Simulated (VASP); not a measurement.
# NaF (Villiaumite) (P1) in VASP: notebook, part 2 of 2

VASP 6.6.1. The steps go on from the part before.

## (3) Single point, PBEsol+D3(BJ)

This run uses another cell than the first one, of 12.71 Å³/atom, 1.005 times its volume.

Input file INCAR:

```
SYSTEM = NaF
  ALGO = Normal
  EDIFF = 1E-6
  ENCUT = 520
  GGA = PS
  ISIF = 2
  ISMEAR = 0
  IVDW = 12
  LASPH = .True.
  LCHARG = .True.
  LELF = .True.
  LREAL = .False.
  LVHAR = .True.
  LWAVE = .False.
  NBANDS = 14
  NELM = 60
  PREC = Accurate
  SIGMA = 0.01
```

Input file KPOINTS:

```
k-points
0
Gamma
  4 4 4
  0 0 0
```

Input file POSCAR:

```
NaF
1.0
    0.0042800000      2.3334000000      2.3355900000
    2.3473800000     -0.0243400000      2.3642200000
    2.3035500000      2.3182000000      0.0194900000
Na F
1 1
Direct
    0.0004400000      0.0308300000      0.9720700000
    0.4830400000      0.5162400000      0.5339200000
```

Potentials or basis: VASP PAW PBE potentials, release 64 (Na_pv, F).

Run with:

```
> cat potpaw_PBE.64/Na_pv/POTCAR potpaw_PBE.64/F/POTCAR > POTCAR
> mpirun -np 1 vasp_std > vasp.out
```

OUTCAR:

```text
SYSTEM = NaF
   EDIFF = 1E-6
   ENCUT = 520
   GGA = PS
   ISIF = 2
   ISMEAR = 0
   IVDW = 12
   LASPH = .True.
   LREAL = .False.
   NELM = 60
   PREC = Accurate
 IVDW          = 12

 ion  position               nearest neighbor table
   1  0.000  0.031  0.972-   2 2.22   2 2.24   2 2.27
   2  0.483  0.516  0.534-   1 2.22   1 2.24   1 2.27

  LATTYP: Found a triclinic cell.
 ALAT       =     3.2636165190
 B/A-ratio  =     1.0116009674
 C/A-ratio  =     1.0156495221
 COS(alpha) =     0.0009533344
 COS(beta)  =     0.4893977470
 COS(gamma) =     0.5044277882

  Lattice vectors:

 A1 = (   2.2992700000,  -0.0152000000,  -2.3161000000)
 A2 = (  -0.0042800000,  -2.3334000000,  -2.3355900000)
 A3 = (  -0.0438300000,   2.3425400000,  -2.3447300000)

Analysis of symmetry for initial positions (statically):
=====================================================================
 Subroutine PRICEL returns:
 Original cell was already a primitive cell.

 Routine SETGRP: Setting up the symmetry group for a
 triclinic supercell.

 Subroutine GETGRP returns: Found  1 space group operations
 (whereof  1 operations were pure point group operations)
 out of a pool of  2 trial point group operations.

The static configuration has the point symmetry C_1 .

Analysis of symmetry for dynamics (positions and initial velocities):
=====================================================================
 Subroutine PRICEL returns:
 Original cell was already a primitive cell.

 Routine SETGRP: Setting up the symmetry group for a
 triclinic supercell.

 Subroutine GETGRP returns: Found  1 space group operations
 (whereof  1 operations were pure point group operations)
 out of a pool of  2 trial point group operations.

The dynamic configuration has the point symmetry C_1 .

 Subroutine INISYM returns: Found  1 space group operations
 (whereof  1 operations are pure point group operations),
 and found     1 'primitive' translations

----------------------------------------------------------------------------------------

                                     Primitive cell

  volume of cell :      25.4182

  direct lattice vectors                    reciprocal lattice vectors
     0.004280000  2.333400000  2.335590000    -0.215640800  0.212459595  0.216292125
     2.347380000 -0.024340000  2.364220000     0.211221831 -0.211661600  0.211076065
     2.303550000  2.318200000  0.019490000     0.219272445  0.215294167 -0.215494113

  length of vectors
     3.301477628  3.331714500  3.268145300     0.372051498  0.366016940  0.375326120

  position of ions in fractional coordinates (direct lattice)
     0.000440000  0.030830000  0.972070000
     0.483040000  0.516240000  0.533920000

  ion indices of the primitive-cell ions
   primitive index   ion index
                 1           1
                 2           2

----------------------------------------------------------------------------------------

 KPOINTS: k-points

Automatic generation of k-mesh.
 Grid dimensions read from file:
 generate k-points for:    4    4    4

 Generating k-lattice:

  Cartesian coordinates                     Fractional coordinates (reciprocal lattice)
    -0.053910200  0.053114899  0.054073031     0.250000000  0.000000000  0.000000000
     0.052805458 -0.052915400  0.052769016     0.000000000  0.250000000 -0.000000000
[... 44 lines left out ...]
   dimension x,y,z NGXF=    56 NGYF=   56 NGZF=   48
   ions per type =               1   1
   NGX,Y,Z   is equivalent  to a cutoff of  14.10, 13.97, 12.21 a.u.
   NGXF,Y,Z  is equivalent  to a cutoff of  28.20, 27.94, 24.42 a.u.
 SYSTEM =  NaF
   PREC   = accura    normal or accurate (medium, high low for compatibility)
   ISTART =      0    job   : 0-new  1-cont  2-samecut
   ICHARG =      2    charge: 1-file 2-atom 10-const
   ISPIN  =      1    spin polarized calculation?
   LNONCOLLINEAR =      F non collinear calculations
   LSORBIT =      F    spin-orbit coupling
   LASPH  =      T    aspherical Exc in radial PAW
   ENCUT  =  520.0 eV  38.22 Ry    6.18 a.u.   6.14  6.19  6.08*2*pi/ulx,y,z
   NELM   =     60;   NELMIN=  2; NELMDL= -5     # of ELM steps
   EDIFF  = 0.1E-05   stopping-criterion for ELM
   LREAL  =      F    real-space projection
   EDIFFG = 0.1E-04   stopping-criterion for IOM
   NSW    =      0    number of steps for IOM
   IBRION =     -1    ionic relax: 0-MD 1-quasi-New 2-CG
   NFREE  =      0    steps in history (QN), initial steepest desc. (CG)
   ISIF   =      2    stress and relaxation
   ISYM   =      2    0-nonsym 1-usesym 2-fastsym
   POTIM  = 0.5000    time-step for ionic-motion
   TEBEG  =    0.0;   TEEND  =   0.0 temperature during run
   PSTRESS=    0.0 pullay stress
   NELECT =      14.0000    total number of electrons
   NUPDOWN=      -1.0000    fix difference up-down
   EMIN   =  10.00;   EMAX   =-10.00  energy-range for DOS
   EFERMI =   0.00;   METHOD = LEGACY
   ISMEAR =     0;   SIGMA  =   0.01  broadening in eV -4-tet -1-fermi 0-gaus
   EFERMI_NEDOS =   21; number of points for ismear=-14 and -15
   IALGO  =     38    algorithm
   IMIX   =      4    mixing-type and parameters
     AMIX     =   0.40;   BMIX     =  1.00
     AMIX_MAG =   1.60;   BMIX_MAG =  1.00
  volume/ion in A,a.u.               =      12.71        85.77
  Fermi-wavevector in a.u.,A,eV,Ry     =   1.341948  2.535914 24.501705  1.800825
  Thomas-Fermi vector in A             =   2.470141
   LORBIT       =      0    0 simple, 1 ext, 2 COOP (PROOUT), +10 PAW based schemes
   GGA     = PS    functional components
   LHFCALC =     F    Hartree Fock is set to
   AEXX    =    0.0000 exact exchange contribution
   IVDW    =    12    specifies the selected vdW correction
   LEPSILON=     F    determine dielectric tensor
   LRPA    =     F    only Hartree local field effects (RPA)
 non-spin polarized calculation
 Gauss-broadening in eV      SIGMA  =   0.01
  energy-cutoff  :      520.00
  volume of cell :       25.42
 maximum number of plane-waves:       694
 NGX is ok and might be reduce to    28
   NGX = 13   NGY = 13   NGZ = 13

 number of electron      14.0000002 magnetization

 Free energy of the ion-electron system (eV)
  ---------------------------------------------------
  ext. energy  EPLUGINS =         0.00000000
  ---------------------------------------------------
  free energy    TOTEN  =        -8.73724345 eV

  energy without entropy =       -8.73724345  energy(sigma->0) =       -8.73724345

 E-fermi :  -2.1659     XC(G=0):  -9.2186

 val. band max:       -2.2337610030   @ k =   0.0000   0.0000   0.0000
 cond. band min:       3.7778895388   @ k =   0.0000   0.0000   0.0000
 fundamental gap:      6.0116505419
 Fermi energy:        -2.1659204499

 k-point     1 :       0.0000    0.0000    0.0000
  band No.  band energies     occupation
      1     -21.3639      2.00000
      2     -21.0859      2.00000
      3     -21.0822      2.00000
      4     -21.0153      2.00000
      5      -2.3153      2.00000
      6      -2.2702      2.00000
      7      -2.2338      2.00000
      8       3.7779      0.00000
      9      16.1167      0.00000
     10      16.4913      0.00000
     11      16.8697      0.00000
     12      19.0293      0.00000
     13      21.3512      0.00000
     14      21.5314      0.00000
[... 377 lines left out ...]
      1     -21.7184      2.00000
      2     -21.1495      2.00000
      3     -21.1201      2.00000
      4     -20.5001      2.00000
      5      -3.4975      2.00000
      6      -2.8338      2.00000
      7      -2.5404      2.00000
      8       8.8421      0.00000
      9      10.5097      0.00000
     10      14.0034      0.00000
     11      17.1607      0.00000
     12      17.6092      0.00000
     13      23.1603      0.00000
     14      24.2977      0.00000

 [... further k-points ...]

------------------------ aborting loop because EDIFF is reached ----------------------------------------

 Edisp (eV)   -0.31705

 E8    (eV) :    -0.2107

  FORCE on cell =-STRESS in cart. coord.  units (eV):
  Direction    XX          YY          ZZ          XY          YZ          ZX
  --------------------------------------------------------------------------------------
  -------------------------------------------------------------------------------------
  Total      -0.30727    -0.40595    -0.49938     0.03004     0.04560    -0.05843
  in kB     -19.36829   -25.58810   -31.47747     1.89381     2.87450    -3.68327
  external pressure =      -25.48 kB  Pullay stress =        0.00 kB

 VOLUME and BASIS-vectors are now :
 -----------------------------------------------------------------------------
  energy-cutoff  :      520.00
  volume of cell :       25.42
      direct lattice vectors                 reciprocal lattice vectors
     0.004280000  2.333400000  2.335590000    -0.215640800  0.212459595  0.216292125
     2.347380000 -0.024340000  2.364220000     0.211221831 -0.211661600  0.211076065
     2.303550000  2.318200000  0.019490000     0.219272445  0.215294167 -0.215494113

 POSITION                                       TOTAL-FORCE (eV/Angst)
 -----------------------------------------------------------------------------------
      2.31158      2.25373      0.09286         0.236857      0.201088     -0.133107
      2.44379      2.35229      2.35909        -0.236857     -0.201088      0.133107
 -----------------------------------------------------------------------------------
    total drift:                               -0.000106     -0.000155      0.000308

  FREE ENERGIE OF THE ION-ELECTRON SYSTEM (eV)
  ---------------------------------------------------
  free  energy   TOTEN  =        -9.0542972098 eV

  energy  without entropy=       -9.0542972098  energy(sigma->0) =       -9.05429721
```

OSZICAR:

```text
N       E                     dE             d eps       ncg     rms          rms(c)
DAV:   1     0.104233964526E+03    0.10423E+03   -0.73673E+03  1020   0.130E+03
DAV:   2    -0.400915344709E+01   -0.10824E+03   -0.10034E+03  1128   0.331E+02
DAV:   3    -0.947752609184E+01   -0.54684E+01   -0.54568E+01  1248   0.679E+01
DAV:   4    -0.952280005322E+01   -0.45274E-01   -0.45272E-01  1128   0.670E+00
DAV:   5    -0.952324419639E+01   -0.44414E-03   -0.44414E-03  1260   0.674E-01    0.495E+00
DAV:   6    -0.875290127855E+01    0.77034E+00   -0.26688E+00  1206   0.146E+01    0.183E+00
DAV:   7    -0.873791875334E+01    0.14983E-01   -0.30339E-02  1038   0.212E+00    0.104E+00
DAV:   8    -0.873682686774E+01    0.10919E-02   -0.26790E-02  1104   0.354E+00    0.154E-01
DAV:   9    -0.873728245535E+01   -0.45559E-03   -0.40294E-03  1266   0.600E-01    0.102E-01
DAV:  10    -0.873723775523E+01    0.44700E-04   -0.64598E-04  1158   0.314E-01    0.901E-03
DAV:  11    -0.873724322997E+01   -0.54747E-05   -0.31232E-05  1140   0.128E-01    0.636E-03
DAV:  12    -0.873724344521E+01   -0.21524E-06   -0.39752E-06  1194   0.298E-02
   1 F= -.90542972E+01 E0= -.90542972E+01  d E =-.906846E-24
```

Run time: 9.4 s. Hardware: 1 thread of Intel Xeon Platinum 8488C (Sapphire Rapids), shared host; peak memory 0.16 GiB.

Results:

* Free energy: -9.0543 eV
* Pressure: -2.5 GPa
* Largest force: 0.338 eV/Å
* Band gap on the k mesh: 6.01 eV, direct
* Dispersion energy per atom: -0.159 eV

Forces on the atoms (eV/Å):
```
Na   0.237  0.201 -0.133
F   -0.237 -0.201  0.133
```

Caveat: the k points lie up to 0.59 Å⁻¹ apart; three body term missing; the PAW data sets were made with another functional, which shifts forces and pressure a little.
